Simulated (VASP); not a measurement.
Here is a VASP 6.6.1 calculation.

The input INCAR:

```
PREC     = Accurate       # precision mode
ENCUT    = 500            # plane-wave cutoff, eV
EDIFF    = 1E-6           # SCF threshold, eV
ISMEAR   = 0              # smearing method
SIGMA    = 0.1            # smearing width, eV
LREAL    = False          # projectors in reciprocal space
LASPH    = True           # aspherical terms in the spheres
NELM     = 120            # most SCF steps
ALGO     = Normal         # electronic algorithm
ISIF     = 2              # what is computed and relaxed
LWAVE    = False          # write WAVECAR
LCHARG   = False          # write CHGCAR
GGA      = PE             # functional
NBANDS   = 12             # bands
GGA_COMPAT= False
```

File KPOINTS:

```
regular mesh
0
Gamma
  8 8 8
```

POSCAR

```
In
1.0
   -1.6297352700      1.6297352700      2.4928993500
    1.6297352700     -1.6297352700      2.4928993500
    1.6297352700      1.6297352700     -2.4928993500
In
1
Direct
    0.0000000000      0.0000000000      0.0000000000
```

Potentials or basis: VASP PAW PBE potentials, release 64 (In_d).

The run is started by

```console
$ cat potpaw_PBE.64/In_d/POTCAR > POTCAR
$ mpirun -np 1 vasp_std > vasp.out
```

Question: What does it give for the pressure?

Answer: 1.2 GPa.

Stress tensor (GPa, compression positive):
```
-0.04  0.00  0.00
 0.00 -0.04  0.00
 0.00  0.00  3.75
```
